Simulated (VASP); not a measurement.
# ZnO5 (F-43m) in VASP: notebook

The runs below take ZnO5 through single point, with PBE.

All numbers are computed with VASP 6.6.1; they aren't measurements. Logs are shortened: lines on timing, memory, paths and dates and some standing lists are left out, and cuts for length are marked.

### 1 The cell of the first run

Symmetry: F-43m, No. 216, cubic system. The conventional cell has a = 6.085 Å, b = 6.085 Å, c = 6.085 Å, α = 90.00°, β = 90.00°, γ = 90.00°. Zn (site symmetry -43m) has 16 O at 2.52 to 2.64 Å within 3.3 Å. Within 3.3 Å of O (site symmetry -43m) lie 12 O at 2.52 Å and 4 Zn at 2.64 Å. Within 2.8 Å of O (site symmetry 3m) lie 9 O at 2.13 to 2.52 Å and 3 Zn at 2.52 Å.

The cell was generated, and may not be a known phase.

### 2 Single point, PBE, collinear spin, ferromagnetic start

Input file INCAR:

```
SYSTEM = ZnO5
PREC = Accurate ; ENCUT = 520
EDIFF = 1E-6 ; ISMEAR = 0
SIGMA = 0.1 ; LREAL = .False.
LASPH = .True. ; NELM = 150
ALGO = Normal ; ISIF = 2
LWAVE = .False. ; LCHARG = .True.
ISPIN = 2 ; MAGMOM = 0 1 1 1 1 1
LORBIT = 11 ; GGA = PE
LELF = .True. ; LVHAR = .True.
NBANDS = 34
```

Input file KPOINTS:

```
regular mesh
0
Gamma
  6 6 6
  0 0 0
```

Input file POSCAR:

```
ZnO5
1.0
    0.0000000000      3.0427182000      3.0427182000
    3.0427182000      0.0000000000      3.0427182000
    3.0427182000      3.0427182000      0.0000000000
Zn O
1 5
Direct
    0.0000000000      0.0000000000      0.0000000000
    0.7500000000      0.7500000000      0.7500000000
    0.3759736600      0.3759736600      0.8720790100
    0.3759736600      0.8720790100      0.3759736600
    0.3759736600      0.3759736600      0.3759736600
    0.8720790100      0.3759736600      0.3759736600
```

Potentials or basis: VASP PAW PBE potentials, release 64 (Zn, O).

Started as:

```console
$ cat potpaw_PBE.64/Zn/POTCAR potpaw_PBE.64/O/POTCAR > POTCAR
$ mpirun -np 1 vasp_std > vasp.out
```

OUTCAR:

```text
SYSTEM = ZnO5
   PREC = Accurate
   ENCUT = 520
   EDIFF = 1E-6
   ISMEAR = 0
   LREAL = .False.
   LASPH = .True.
   NELM = 150
   ISIF = 2
   ISPIN = 2
   LORBIT = 11
   GGA = PE

 ion  position               nearest neighbor table
   1  0.000  0.000  0.000-
   2  0.750  0.750  0.750-
   3  0.376  0.376  0.872-
   4  0.376  0.872  0.376-
   5  0.376  0.376  0.376-
   6  0.872  0.376  0.376-

  LATTYP: Found a face centered cubic cell.
 ALAT       =     6.0854364000

  Lattice vectors:

 A1 = (   0.0000000000,   3.0427182000,   3.0427182000)
 A2 = (   3.0427182000,   0.0000000000,   3.0427182000)
 A3 = (   3.0427182000,   3.0427182000,   0.0000000000)

Analysis of symmetry for initial positions (statically):
=====================================================================
 Subroutine PRICEL returns:
 Original cell was already a primitive cell.

 Routine SETGRP: Setting up the symmetry group for a
 face centered cubic supercell.

 Subroutine GETGRP returns: Found 24 space group operations
 (whereof 24 operations were pure point group operations)
 out of a pool of 48 trial point group operations.

The static configuration has the point symmetry T_d .

Analysis of symmetry for dynamics (positions and initial velocities):
=====================================================================
 Subroutine PRICEL returns:
 Original cell was already a primitive cell.

 Routine SETGRP: Setting up the symmetry group for a
 face centered cubic supercell.

 Subroutine GETGRP returns: Found 24 space group operations
 (whereof 24 operations were pure point group operations)
 out of a pool of 48 trial point group operations.

The dynamic configuration has the point symmetry T_d .

Analysis of structural, dynamic, and magnetic symmetry:
=====================================================================
 Subroutine PRICEL returns:
 Original cell was already a primitive cell.

 Routine SETGRP: Setting up the symmetry group for a
 face centered cubic supercell.

 Subroutine GETGRP returns: Found 24 space group operations
 (whereof 24 operations were pure point group operations)
 out of a pool of 48 trial point group operations.

The overall configuration has the point symmetry T_d .

 Subroutine INISYM returns: Found 24 space group operations
 (whereof 24 operations are pure point group operations),
 and found     1 'primitive' translations

[... 122 lines left out ...]
   LEPSILON=     F    determine dielectric tensor
   LRPA    =     F    only Hartree local field effects (RPA)
 spin polarized calculation
 Gauss-broadening in eV      SIGMA  =   0.10
  energy-cutoff  :      520.00
  volume of cell :       56.34
 maximum number of plane-waves:      1527
   NGX = 17   NGY = 17   NGZ = 17

 number of electron      42.0000040 magnetization       3.7228375

 Free energy of the ion-electron system (eV)
  ---------------------------------------------------
  ext. energy  EPLUGINS =         0.00000000
  ---------------------------------------------------
  free energy    TOTEN  =       -17.65757997 eV

  energy without entropy =      -17.64253405  energy(sigma->0) =      -17.65005701

 E-fermi :   1.9243     XC(G=0): -11.6440

 val. band max:        1.8713869231   @ k =   0.5000   0.0000   0.0000
 cond. band min:       1.9328107968   @ k =  -0.3333   0.5000   0.1667
 fundamental gap:      0.0614238738
 Fermi energy:         1.9242565986

 spin component 1

 k-point     1 :       0.0000    0.0000    0.0000
  band No.  band energies     occupation
      1     -18.9254      1.00000
      2     -15.4668      1.00000
      3     -14.6327      1.00000
      4     -14.6327      1.00000
      5     -14.6327      1.00000
      6      -5.4236      1.00000
[... 565 lines left out ...]
     32      20.9381      0.00000
     33      21.5407      0.00000
 Fermi energy:         1.9242565986

 spin component 2

 k-point     1 :       0.0000    0.0000    0.0000
  band No.  band energies     occupation
      1     -18.0236      1.00000
      2     -13.6116      1.00000
      3     -13.6116      1.00000
      4     -13.6116      1.00000
      5     -13.0310      1.00000
      6      -5.1810      1.00000
[... 565 lines left out ...]
     32      21.1531      0.00000
     33      21.7999      0.00000
 [bands above 33 left out]

------------------------ aborting loop because EDIFF is reached ----------------------------------------

  FORCE on cell =-STRESS in cart. coord.  units (eV):
  Direction    XX          YY          ZZ          XY          YZ          ZX
  --------------------------------------------------------------------------------------
  -------------------------------------------------------------------------------------
  Total       -0.4679745     -0.4679745     -0.4679745     -0.0000000      0.0000000     -0.0000000
  in kB      -13.3081477    -13.3081477    -13.3081477     -0.0000000      0.0000000     -0.0000000
  external PRESSURE =     -13.3081477 kB  Pullay stress =       0.0000000 kB

 VOLUME and BASIS-vectors are now :
 -----------------------------------------------------------------------------
  energy-cutoff  :      520.00
  volume of cell :       56.34
      direct lattice vectors                 reciprocal lattice vectors
     0.000000000  3.042718200  3.042718200    -0.164326752  0.164326752  0.164326752
     3.042718200  0.000000000  3.042718200     0.164326752 -0.164326752  0.164326752
     3.042718200  3.042718200  0.000000000     0.164326752  0.164326752 -0.164326752

 POSITION                                       TOTAL-FORCE (eV/Angst)
 -----------------------------------------------------------------------------------
      0.00000      0.00000      0.00000         0.000000      0.000000      0.000000
      4.56408      4.56408      4.56408         0.000000      0.000000      0.000000
      3.79747      3.79747      2.28796         0.043561      0.043561     -0.043561
      3.79747      2.28796      3.79747         0.043561     -0.043561      0.043561
      2.28796      2.28796      2.28796        -0.043561     -0.043561     -0.043561
      2.28796      3.79747      3.79747        -0.043561      0.043561      0.043561
 -----------------------------------------------------------------------------------
    total drift:                                0.000069      0.000069      0.000070

  FREE ENERGIE OF THE ION-ELECTRON SYSTEM (eV)
  ---------------------------------------------------
  free  energy   TOTEN  =       -17.6575799713 eV

  energy  without entropy=      -17.6425340513  energy(sigma->0) =      -17.65005701

 total charge

# of ion       s       p       d       tot
------------------------------------------
    1        0.293   0.188   9.839  10.320
    2        1.629   3.033   0.000   4.662
    3        1.653   3.003   0.000   4.656
    4        1.653   3.003   0.000   4.656
    5        1.653   3.003   0.000   4.656
    6        1.653   3.003   0.000   4.656
--------------------------------------------------
tot          8.535  15.232   9.839  33.606

 magnetization (x)

# of ion       s       p       d       tot
------------------------------------------
    1       -0.053  -0.019   0.016  -0.056
    2        0.012   1.267   0.000   1.279
    3        0.004   0.506   0.000   0.509
    4        0.004   0.506   0.000   0.509
    5        0.004   0.506   0.000   0.509
    6        0.004   0.506   0.000   0.509
--------------------------------------------------
tot         -0.026   3.271   0.016   3.261
```

OSZICAR:

```text
N       E                     dE             d eps       ncg     rms          rms(c)
DAV:   1     0.358875413330E+03    0.35888E+03   -0.21218E+04  2258   0.152E+03
DAV:   2     0.157556971510E+02   -0.34312E+03   -0.31870E+03  2448   0.374E+02
DAV:   3    -0.180202980099E+02   -0.33776E+02   -0.32094E+02  2368   0.113E+02
DAV:   4    -0.186157463584E+02   -0.59545E+00   -0.59362E+00  2672   0.164E+01
DAV:   5    -0.186187688534E+02   -0.30225E-02   -0.30219E-02  2592   0.120E+00    0.848E+00
DAV:   6    -0.207470702239E+02   -0.21283E+01   -0.21085E+01  3262   0.437E+01    0.227E+01
DAV:   7    -0.176267645768E+02    0.31203E+01   -0.23712E+01  2966   0.105E+01    0.526E+00
DAV:   8    -0.176111293670E+02    0.15635E-01   -0.12196E+00  2366   0.517E+00    0.289E+00
DAV:   9    -0.176983617223E+02   -0.87232E-01   -0.65049E-01  2806   0.369E+00    0.243E+00
DAV:  10    -0.175806868185E+02    0.11767E+00   -0.10947E-01  2700   0.312E+00    0.216E+00
DAV:  11    -0.176316457948E+02   -0.50959E-01   -0.11524E-01  2478   0.128E+00    0.120E+00
DAV:  12    -0.176521186787E+02   -0.20473E-01   -0.27378E-02  2652   0.102E+00    0.504E-01
DAV:  13    -0.176572781316E+02   -0.51595E-02   -0.93910E-03  2888   0.736E-01    0.140E-01
DAV:  14    -0.176574386879E+02   -0.16056E-03   -0.16886E-03  2476   0.210E-01    0.934E-02
DAV:  15    -0.176575478813E+02   -0.10919E-03   -0.19630E-04  2950   0.832E-02    0.374E-02
DAV:  16    -0.176575754664E+02   -0.27585E-04   -0.34330E-05  2798   0.459E-02    0.140E-02
DAV:  17    -0.176575794228E+02   -0.39564E-05   -0.92306E-06  2482   0.203E-02    0.530E-03
DAV:  18    -0.176575799713E+02   -0.54850E-06   -0.11379E-06  1316   0.573E-03
   1 F= -.17657580E+02 E0= -.17650057E+02  d E =-.150459E-01  mag=     3.7227
```

stdout:

```text
POSCAR found type information on POSCAR ZnO
 POSCAR found :  2 types and       6 ions
 scaLAPACK will be used
 LDA part: xc-table for (Slater+PW92), standard interpolation
 POSCAR, INCAR and KPOINTS ok, starting setup
 FFT: planning ... GRIDC
 FFT: planning ... GRID_SOFT
 FFT: planning ... GRID
 WAVECAR not read
 entering main loop
```

It took 1.7 min on 1 thread of Intel Xeon Platinum 8375C at 2.90GHz (Ice Lake), shared host; peak memory 0.22 GiB.

Results:

```yaml
Free_energy: -17.6576 eV
Pressure: -1.3 GPa
Largest_force: 0.075 eV/Å
Net_moment: 3.72 μB per cell
Site_moments: Zn -0.06; O +1.28, +0.51 (each value once) μB
Valence_electrons_inside_the_program's_atomic_spheres: Zn 10.32; O 4.66
```

Forces in eV/Å, atoms in the order of the input:
```
Zn   0.000  0.000  0.000
O    0.000  0.000  0.000
O    0.044  0.044 -0.044
O    0.044 -0.044  0.044
O   -0.044 -0.044 -0.044
O   -0.044  0.044  0.044
```

### 3 Single point, PBE, collinear spin, ferromagnetic start

This run uses another cell than the first one, of 9.29 Å³/atom.

Input file INCAR:

```
PREC = Accurate ; ENCUT = 520
EDIFF = 1E-6 ; ISMEAR = 0
SIGMA = 0.1 ; LREAL = F
LASPH = T ; NELM = 150
ALGO = Normal ; ISIF = 2
LWAVE = F ; LCHARG = T
ISPIN = 2 ; MAGMOM = 0 1.63 0.61 0.61 0.61 0.61
LORBIT = 11 ; GGA = PE
LELF = T ; LVHAR = T
NBANDS = 34
```

Input file KPOINTS:

```
Automatic mesh
0
Gamma
  10 10 10
```

Input file POSCAR:

```
ZnO5
1.0
    0.0000000000      3.0315566577      3.0315566577
    3.0315566577      0.0000000000      3.0315566577
    3.0315566577      3.0315566577      0.0000000000
Zn O
1 5
Direct
    0.0000000000      0.0000000000      0.0000000000
    0.7500000000      0.7500000000      0.7500000000
    0.3750227738      0.3750227738      0.8749316786
    0.3750227738      0.8749316786      0.3750227738
    0.3750227738      0.3750227738      0.3750227738
    0.8749316786      0.3750227738      0.3750227738
```

Potentials or basis: VASP PAW PBE potentials, release 64 (Zn, O).

Started as:

```console
$ cat potpaw_PBE.64/Zn/POTCAR potpaw_PBE.64/O/POTCAR > POTCAR
$ mpirun -np 1 vasp_std > vasp.out
```

Wall time 3.8 min (1 thread of Intel Xeon Platinum 8375C at 2.90GHz (Ice Lake), shared host); peak memory 0.27 GiB.

It converged, with:

```yaml
Free_energy: -17.6871 eV
Pressure: -0.2 GPa
Largest_force: 0.004 eV/Å
Net_moment: 3.79 μB per cell
Site_moments: Zn -0.05; O +1.27, +0.53 (each value once) μB
Valence_electrons_inside_the_program's_atomic_spheres: Zn 10.33; O 4.67, 4.66 (each value once)
```

Forces in eV/Å, atoms in the order of the input:
```
Zn   0.000  0.000  0.000
O    0.000  0.000  0.000
O   -0.003 -0.003  0.003
O   -0.003  0.003 -0.003
O    0.003  0.003  0.003
O    0.003 -0.003 -0.003
```

Levels at points of the mesh, in eV from the Fermi level:
Spin up:
| k point | band 20 | band 21 | band 22 | band 23 | band 24 | band 25 | band 26 | band 27 |
| --- | --- | --- | --- | --- | --- | --- | --- | --- |
| (0.00, 0.00, 0.00) | -0.13 | -0.13 | -0.13 | 1.14 | 1.14 | 1.14 | 1.65 | 9.53 |
| (0.50, 0.00, 0.00) | -2.01 | -1.31 | -1.31 | -0.11 | 1.01 | 1.01 | 3.39 | 9.25 |
| (0.50, 0.50, 0.00) | -1.95 | -1.68 | -1.35 | -1.35 | 0.78 | 0.78 | 3.97 | 9.60 |
Spin down:
```csv
k point,band 16,band 17,band 18,band 19,band 20,band 21,band 22,band 23
"(0.00, 0.00, 0.00)",-2.39,-0.42,-0.42,-0.42,1.34,1.34,1.34,1.64
"(0.50, 0.00, 0.00)",-1.80,-1.60,-1.14,-1.14,-0.45,0.74,0.74,1.36
"(0.50, 0.50, 0.00)",-1.81,-1.18,-1.18,-0.95,-0.72,0.37,0.77,0.77
```
